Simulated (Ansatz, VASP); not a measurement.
## Two plane-wave programs on WSe2

File POSCAR:

```
WSe2
1.0
    3.2996674462      0.0000000000      0.0000000000
   -1.6498337231      2.8575958324      0.0000000000
    0.0000000000      0.0000000000     13.0172138987
W Se
2 4
Direct
    0.3333333333      0.6666666667      0.2500000000
    0.6666666667      0.3333333333      0.7500000000
    0.6666666667      0.3333333333      0.3778539231
    0.6666666667      0.3333333333      0.1221460769
    0.3333333333      0.6666666667      0.8778539231
    0.3333333333      0.6666666667      0.6221460769
```

INCAR.step1

```
PREC = Accurate
ENCUT = 520
ISMEAR = 0
SIGMA = 0.01
LREAL = F
LASPH = T
NELM = 60
NBANDS = 35
GGA = PE
ALGO = Normal
EDIFF = 1E-4
LWAVE = T
LCHARG = F
```

The input INCAR.step2:

```
PREC = Accurate
ENCUT = 520
EDIFF = 1E-7
ISMEAR = 0
SIGMA = 0.01
LREAL = F
LASPH = T
NELM = 60
ALGO = Normal
ISIF = 2
LWAVE = F
LCHARG = T
METAGGA = R2SCAN
LMIXTAU = T
LELF = T
LVHAR = T
NBANDS = 35
ISTART = 1
```

File KPOINTS:

```
Automatic mesh
0
Gamma
  12 12 2
```

Input for Ansatz:

```yaml
crystal:
  lattice:
    - [3.2996674462, 0.0, 0.0]
    - [-1.6498337231, 2.8575958324, 0.0]
    - [0.0, 0.0, 13.0172138987]
  atoms:
    - { symbol: W, position: [0.3333333333, 0.6666666667, 0.25] }
    - { symbol: W, position: [0.6666666667, 0.3333333333, 0.75] }
    - { symbol: Se, position: [0.6666666667, 0.3333333333, 0.3778539231] }
    - { symbol: Se, position: [0.6666666667, 0.3333333333, 0.1221460769] }
    - { symbol: Se, position: [0.3333333333, 0.6666666667, 0.8778539231] }
    - { symbol: Se, position: [0.3333333333, 0.6666666667, 0.6221460769] }
kpoints:
  mp_grid: { grid: [12, 12, 2] }
  band_path:
    path:
      - [0.0, 0.0, 0.0]
      - [0.5, 0.0, 0.0]
      - [0.3333333333, 0.3333333333, 0.0]
      - [0.0, 0.0, 0.5]
      - [0.5, 0.0, 0.5]
      - [0.3333333333, 0.3333333333, 0.5]
      - [0.179687, 0.182292, 0.0]
    npoints: 1
hamiltonian:
  xc: r2scan
scf:
  occupations: { method: fixed }
  n_extra_bands: 5
output:
  forces: true
  stress: true
  eigenvalues: true
```

Change from the starting cell: uniaxial_z strain -1.0%.

Alike in both runs: task single point; functional r2SCAN; k mesh 12 × 12 × 2; no spin polarisation.

|  | VASP | Ansatz |
| --- | --- | --- |
| version | VASP 6.6.1 | Ansatz 0.2.0 |
| potentials or method | VASP PAW PBE potentials, release 64 (W_sv, Se) | plane waves, PAW |
| plane-wave cutoff (eV) | 520 | 500 |
| occupations | gaussian, width 0.01 eV | fixed |
| valence electrons in the cell | 52 | 92 |

|  | VASP | Ansatz | Ansatz less VASP |
| --- | --- | --- | --- |
| gap on the k mesh at the Fermi level (eV) | 1.11 | 1.12 | +0.005 |
| pressure (GPa) | 1.9 | 1.6 | -0.34 |
| traceless stress, the component that is largest in VASP (GPa) | 0.20 | 0.16 | -0.040 |
| rms of the force components (eV/Å) | 0.001 | 0.020 | +0.0188 |

VASP's potentials were made for PBE, not for r2SCAN. Atom by atom the forces differ by 0.022 eV/Å (rms over components). VASP's potentials hold 52 valence electrons a cell and Ansatz's 92, so a difference there can come from the potentials and not from the codes.

Neither program's run includes spin-orbit coupling.
